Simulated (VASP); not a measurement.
A run of VASP 6.6.1 is set up as follows.

Contents of POSCAR:

```
Al3C
1.0
    2.8227735243      0.0000000000      0.0000000000
    0.0000000000      2.8227735243      0.0000000000
    0.0000000000      0.0000000000     19.6006972839
Al C
3 1
Direct
    0.5000000000      0.5000000000      0.2040743726
    0.0000000000      0.0000000000      0.3086652018
    0.5000000000      0.5000000000      0.4132861789
    0.5000000000      0.8333333333      0.4984895136
```

Contents of INCAR.step1:

```
SYSTEM = Al3C
PREC = Accurate
ENCUT = 520
ISMEAR = 0
SIGMA = 0.1
LREAL = .FALSE.
LASPH = .TRUE.
NELM = 100
LDIPOL = .TRUE.
IDIPOL = 3
DIPOL = 0.5 0.5 0.356
NBANDS = 14
GGA = PE
ALGO = Normal
EDIFF = 1E-4
LWAVE = .TRUE.
LCHARG = .FALSE.
```

INCAR.step2

```
SYSTEM = Al3C
PREC = Accurate
ENCUT = 520
EDIFF = 1E-7
ISMEAR = 0
SIGMA = 0.1
LREAL = .FALSE.
LASPH = .TRUE.
NELM = 100
ALGO = Normal
ISIF = 2
LWAVE = .FALSE.
LCHARG = .FALSE.
LDIPOL = .TRUE.
IDIPOL = 3
DIPOL = 0.5 0.5 0.356
METAGGA = R2SCAN
LMIXTAU = .TRUE.
NBANDS = 14
ISTART = 1
```

File KPOINTS:

```
regular mesh
0
G
  9 9 1
  0 0 0
```

Potentials or basis: VASP PAW PBE potentials, release 64 (Al, C).

The run is started by

```bash
$ cat potpaw_PBE.64/Al/POTCAR potpaw_PBE.64/C/POTCAR > POTCAR
$ cp INCAR.step1 INCAR
$ mpirun -np 1 vasp_std > vasp.out
$ cp INCAR.step2 INCAR
$ mpirun -np 1 vasp_std > vasp.out
```

Estimate the largest force.

1.292 eV/Å.

Forces in eV/Å, atoms in the order of the input:
```
Al   0.000  0.031 -0.069
Al   0.000  0.046  0.043
Al   0.000 -1.292  0.014
C    0.000  1.215  0.012
```

Caveat: the PAW data sets were made with another functional, which shifts forces and pressure a little.
